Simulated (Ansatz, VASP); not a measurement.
**One calculation of Ca, two programs**

The input INCAR:

```
SYSTEM = Ca
PREC     = Accurate       ! precision mode
ENCUT    = 520            ! plane-wave cutoff, eV
EDIFF    = 1E-6           ! SCF threshold, eV
ISMEAR   = 0              ! smearing method
SIGMA    = 0.1            ! smearing width, eV
LREAL    = .False.        ! projectors in reciprocal space
LASPH    = .True.         ! aspherical terms in the spheres
NELM     = 60             ! most SCF steps
ALGO     = Fast           ! electronic algorithm
ISIF     = 2              ! what is computed and relaxed
LWAVE    = .False.        ! write WAVECAR
LCHARG   = .True.         ! write CHGCAR
GGA      = PE             ! functional
LELF     = .True.         ! ELF
LVHAR    = .True.       
NBANDS   = 11             ! bands
```

The input KPOINTS:

```
regular mesh
0
Gamma
  14 14 14
  0 0 0
```

Contents of POSCAR:

```
Ca
1.0
    0.0000000000      2.7145932420      2.7145932420
    2.7145932420      0.0000000000      2.7145932420
    2.7145932420      2.7145932420      0.0000000000
Ca
1
Direct
    0.0000000000      0.0000000000      0.0000000000
```

Input for Ansatz:

```yaml
crystal:
  lattice:
    - [0.0, 2.714593242, 2.714593242]
    - [2.714593242, 0.0, 2.714593242]
    - [2.714593242, 2.714593242, 0.0]
  atoms:
    - { symbol: Ca, position: [0.0, 0.0, 0.0] }
basis:
  ecutwfc: 420
kpoints:
  mp_grid: { grid: [14, 14, 14] }
hamiltonian:
  xc: pbe
scf:
  occupations: { method: gaussian, width: 0.1 }
output:
  forces: true
  stress: true
  eigenvalues: true
```

Alike in both runs: task single point; functional PBE; k mesh 14 × 14 × 14; occupations gaussian, width 0.1 eV; no spin polarisation.

|  | VASP | Ansatz |
| --- | --- | --- |
| version | VASP 6.6.1 | Ansatz 0.2.0 |
| potentials or method | VASP PAW PBE potentials, release 64 (Ca_sv), cutoff 520 eV | scalar-relativistic, plane waves, PAW |
| valence electrons in the cell | 10 | 10 |

|  | VASP | Ansatz | Ansatz less VASP |
| --- | --- | --- | --- |
| gap on the k mesh at the Fermi level (eV) | none | none | - |
| pressure (GPa) | 1.0 | 1.0 | 0.00 |

A gap of «none» marks a metal or a gap that the smearing closes.
